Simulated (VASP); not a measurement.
Wanted: the native input for a VASP 6.6.1 run.

* Task: single point
* Functional: PBEsol
* Potentials or basis: VASP PAW PBE potentials, release 64 (Y_sv, Se)
* Cutoff: 520 eV
* k mesh: 14 × 14 × 14
* Occupations: gaussian, width 0.15 eV
* Spin: no spin polarisation
* Dipole correction: no
* Further INCAR settings: ALGO = Normal; EDIFF = 1e-06; NBANDS = 16

The structure of YSe lies in POSCAR:

```
YSe
1.0
    0.0000000000      3.0043750000      2.8750000000
    3.0043750000      0.0000000000      2.8750000000
    3.0043750000      3.0043750000      0.0000000000
Y Se
1 1
Direct
    0.0000000000      0.0000000000      0.0000000000
    0.5000000000      0.5000000000      0.5000000000
```

This cell differs from its parent crystal: strain +0.0450 x Voigt [1, 1, 0, 0, 0, 0].

The input as run:

INCAR

```
SYSTEM = YSe
  ALGO = Normal
  EDIFF = 1E-6
  ENCUT = 520
  GGA = PS
  ISIF = 2
  ISMEAR = 0
  LASPH = .True.
  LCHARG = .False.
  LREAL = .False.
  LWAVE = .False.
  NBANDS = 16
  NELM = 80
  PREC = Accurate
  SIGMA = 0.15
```

KPOINTS

```
k-points
0
Gamma
  14 14 14
  0 0 0
```

Potentials or basis: VASP PAW PBE potentials, release 64 (Y_sv, Se).

The run is started by

```sh
$ cat potpaw_PBE.64/Y_sv/POTCAR potpaw_PBE.64/Se/POTCAR > POTCAR
$ mpirun -np 1 vasp_std > vasp.out
```

It gave:

| Quantity | Value |
| --- | --- |
| Pressure | -7.5 GPa |

Caveat: the cell differs from its parent crystal (strain +0.0450 x Voigt [1, 1, 0, 0, 0, 0]); the PAW data sets were made with another functional, which shifts forces and pressure a little.

Run time: 57 s on 1 thread of Intel(R) Xeon(R) 6975P-C (Granite Rapids), on a shared host, peak memory 0.37 GiB.
